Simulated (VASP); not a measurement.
**AlCu: single point with r2SCAN**

Crystal: AlCu.

```
Al Cu
1.0
     3.07512    0.00000    0.00000
     0.00000    3.07512    0.00000
     0.00000    0.00000    3.07512
Al Cu
1 1
Direct
  0.00000 0.00000 0.00000
  0.50000 0.50000 0.50000
```

This cell differs from its parent crystal: strain +0.040 along x and y, +0.040 along z.

| Item | Value |
| --- | --- |
| Program | VASP 6.6.1 |
| Task | single point |
| Functional | r2SCAN |
| Potentials or basis | VASP PAW PBE potentials, release 64 (Al, Cu) |
| Cutoff | 520 eV |
| k mesh | 20 × 20 × 20 |
| Occupations | gaussian, width 0.15 eV |
| Spin | no spin polarisation |

| Property | Result |
| --- | --- |
| Pressure | -11.8 GPa |
| Band gap on the k mesh | zero (bands 7 and 8 overlap by 4.72 eV) |

Levels at points of the mesh, in eV from the Fermi level:
```tsv
k point	band 5	band 6	band 7	band 8	band 9	band 10
(0.00, 0.00, 0.00)	-3.73	-3.73	3.93	3.93	3.93	6.38
(0.50, 0.00, 0.00)	-4.14	-3.69	-3.10	7.46	8.26	8.26
(0.50, 0.50, 0.00)	-3.68	-3.68	-3.43	-0.79	-0.23	10.24
(0.50, 0.50, 0.50)	-3.42	0.92	0.92	0.92	1.87	2.09
```

Run time: 3.4 min on 1 thread of Intel(R) Xeon(R) Platinum 8488C (Sapphire Rapids), with other jobs on the host, peak memory 0.24 GiB.

Caveat: the cell differs from its parent crystal (strain +0.040 along x and y, +0.040 along z); the cell stands under tension; the PAW data sets were made with another functional, which shifts forces and pressure a little.
